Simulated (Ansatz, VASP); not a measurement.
# Two plane-wave programs on Ga3Sb

The input INCAR:

```
PREC = Accurate ; ENCUT = 520
EDIFF = 1E-7 ; ISMEAR = 0
SIGMA = 0.15 ; LREAL = F
LASPH = T ; NELM = 60
ALGO = Fast ; ISIF = 2
LWAVE = F ; LCHARG = F
GGA = PS ; IVDW = 12
NBANDS = 30
```

File KPOINTS:

```
Automatic mesh
0
Gamma
  14 14 14
```

Contents of POSCAR:

```
Ga3Sb
1.0
   -1.9957942858      1.9957942858      5.1200106608
    1.9957942858     -1.9957942858      5.1200106608
    1.9957942858      1.9957942858     -5.1200106608
Ga Sb
3 1
Direct
    0.7500000000      0.2500000000      0.5000000000
    0.2500000000      0.7500000000      0.5000000000
    0.5000000000      0.5000000000      0.0000000000
    0.0000000000      0.0000000000      0.0000000000
```

Input for Ansatz:

```yaml
crystal:
  lattice:
    - [-1.9957942858, 1.9957942858, 5.1200106608]
    - [1.9957942858, -1.9957942858, 5.1200106608]
    - [1.9957942858, 1.9957942858, -5.1200106608]
  atoms:
    - { symbol: Ga, position: [0.75, 0.25, 0.5] }
    - { symbol: Ga, position: [0.25, 0.75, 0.5] }
    - { symbol: Ga, position: [0.5, 0.5, 0.0] }
    - { symbol: Sb, position: [0.0, 0.0, 0.0] }
basis:
  ecutwfc: 420
kpoints:
  mp_grid: { grid: [14, 14, 14] }
hamiltonian:
  xc: pbesol
  pseudopotentials: { kind: paw, azcp: { folder: soft_1 } }
  dispersion: d3bj
scf:
  occupations: { method: gaussian, width: 0.15 }
output:
  forces: true
  stress: true
  eigenvalues: true
```

Alike in both runs: task single point; functional PBEsol; dispersion D3(BJ); k mesh 14 × 14 × 14; occupations gaussian, width 0.15 eV; no spin polarisation.

|  | VASP | Ansatz |
| --- | --- | --- |
| version | VASP 6.6.1 | Ansatz 0.2.0 |
| potentials or method | VASP PAW PBE potentials, release 64 (Ga_d, Sb), cutoff 520 eV | scalar-relativistic, plane waves, PAW |
| valence electrons in the cell | 44 | 54 |

|  | VASP | Ansatz | Ansatz less VASP |
| --- | --- | --- | --- |
| gap on the k mesh at the Fermi level (eV) | none | none | - |
| pressure (GPa) | -1.8 | -1.9 | -0.08 |
| traceless stress, the component that is largest in VASP (GPa) | -0.94 | -0.91 | +0.035 |

VASP's potentials were made for PBE, not for PBEsol, and Ansatz warns of the same on its side. A gap of «none» marks a metal or a gap that the smearing closes. VASP's potentials hold 44 valence electrons a cell and Ansatz's 54, so a difference there can come from the potentials and not from the codes.

Spin-orbit coupling is off throughout.
